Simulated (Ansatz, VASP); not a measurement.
Mg3ZrN: VASP beside Ansatz

File INCAR:

```
ALGO = Normal
EDIFF = 1E-7
EDIFFG = -0.01
ENCUT = 600
GGA = PE
IBRION = 2
ISIF = 3
ISMEAR = 0
LASPH = T
LCHARG = F
LREAL = F
LWAVE = F
NELM = 80
NSW = 100
PREC = Accurate
SIGMA = 0.1
```

Contents of KPOINTS:

```
k-points
0
Gamma
  12 12 4
```

Contents of POSCAR:

```
Mg3ZrN
1.0
    3.3831450721      0.0000000000      0.0000000000
   -1.6915725360      2.9298895771      0.0000000000
    0.0000000000      0.0000000000      9.4248158817
Mg Zr N
3 1 1
Direct
    0.6666666667      0.3333333333      0.2347663163
    0.6666666667      0.3333333333      0.7652336837
    0.0000000000      0.0000000000      0.0000000000
    0.0000000000      0.0000000000      0.5000000000
    0.3333333333      0.6666666667      0.0000000000
```

Input for Ansatz:

```yaml
crystal:
  lattice:
    - [3.3831450721, 0.0, 0.0]
    - [-1.691572536, 2.9298895771, 0.0]
    - [0.0, 0.0, 9.4248158817]
  atoms:
    - { symbol: Mg, position: [0.6666666667, 0.3333333333, 0.2347663163] }
    - { symbol: Mg, position: [0.6666666667, 0.3333333333, 0.7652336837] }
    - { symbol: Mg, position: [0.0, 0.0, 0.0] }
    - { symbol: Zr, position: [0.0, 0.0, 0.5] }
    - { symbol: "N", position: [0.3333333333, 0.6666666667, 0.0] }
basis:
  ecutwfc: 420
kpoints:
  mp_grid: { grid: [12, 12, 4] }
hamiltonian:
  xc: pbe
scf:
  occupations: { method: gaussian, width: 0.1 }
output:
  forces: true
  stress: true
  eigenvalues: true
relax:
  adjacent_minimum: "off"
  f_tol: 0.01
  max_steps: 80
  cell: { stress_tol: 0.05 }
```

Change from the starting cell: species swapped into the GaFe3As type (P-6m2, No. 187).

Alike in both runs: task relaxation of cell and atoms; functional PBE; k mesh 12 × 12 × 4; occupations gaussian, width 0.1 eV; no spin polarisation.

```csv
,VASP,Ansatz
version,VASP 6.6.1,Ansatz 0.2.0
potentials or method,"VASP PAW PBE potentials, release 64 (Mg, Zr_sv, N), cutoff 600 eV","scalar-relativistic, plane waves, PAW"
valence electrons in the cell,23,47
```

```csv
,VASP,Ansatz,Ansatz less VASP
"gap on the k mesh at the Fermi level, each at its own relaxed structure (eV)",none,none,-
relaxed volume (Å³/atom),18.65,18.67,+0.026
relaxed length of the cell vector where the two differ most in proportion (Å),9.397,9.411,+0.0140
```

A gap of «none» marks a metal or a gap that the smearing closes. VASP's potentials hold 23 valence electrons a cell and Ansatz's 47, so a difference there can come from the potentials and not from the codes.
